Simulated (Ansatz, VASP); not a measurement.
Sb: VASP beside Ansatz

```
CELL_PARAMETERS angstrom
3.16000 -0.01580 -0.01580
-0.01580 3.16000 -0.01580
-0.01580 -0.01580 3.16000
ATOMIC_POSITIONS crystal
Sb 0.00000 0.00000 0.00000
```

Change from the starting cell: equal xy, yz and zx shear strains of -1 %, crystal datasets.

Alike in both runs: task electric field gradients; functional PBEsol; k mesh 13 × 13 × 13; occupations fermi-dirac, width 0.05 eV; no spin polarisation.

```csv
,VASP,Ansatz
version,VASP 6.6.1,Ansatz 0.2.0
potentials or method,"VASP PAW PBE potentials, release 64 (Sb), cutoff 400 eV","all-electron PAW with datasets made for the crystal, scalar-relativistic"
```

```csv
,VASP,Ansatz,Ansatz less VASP
pressure (GPa),-4.9,-4.9,-0.02
"traceless stress, the component that is largest in VASP (GPa)",0.14,0.14,+0.001
size of Vzz on the site where it differs most (V/Å²),7.4,7.6,+0.22
```

VASP's potentials were made for PBE, not for PBEsol. Ansatz ran all-electron here, and VASP with PAW potentials.

Spin-orbit coupling is off throughout.
